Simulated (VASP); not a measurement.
Pb:

```
Pb
1.0
     3.22000    0.00000    0.00000
     0.00000    3.22000    0.00000
     0.00000    0.00000    3.22000
Pb
1
Direct
  0.00000 0.00000 0.00000
```

| Property | Result |
| --- | --- |
| Program | VASP 6.6.1 |
| Task | relaxation of cell and atoms |
| Functional | LDA |
| Potentials or basis | VASP PAW LDA potentials, release 64 (Pb_d) |
| Cutoff | 500 eV |
| k mesh | 6 × 6 × 6 |
| Occupations | methfessel-paxton, width 0.05 eV |
| Spin | no spin polarisation |

At the start: pressure -3.0 GPa; volume 33.39 Å³/atom.

Problem. How do energy, volume and symmetry change on relaxing?

Solution. Over 3 steps the energy falls by 23.7 meV/atom and the volume is 31.01 Å³/atom (-7.1 %); space group Pm-3m (No. 221, to 0.05 Å).

Step by step:
```tsv
step	energy change (eV)	largest force (eV/Å)	pressure (GPa)	volume (Å³)
1	0.0000	0.0000	-2.96	33.39
2	-0.0223	0.0000	0.86	30.49
3	-0.0237	0.0000	0.00	31.01
```

Final structure:
```
Pb
1.0
     3.14168    0.00000    0.00000
     0.00000    3.14168    0.00000
     0.00000    0.00000    3.14168
Pb
1
Direct
  0.00000 0.00000 0.00000
```
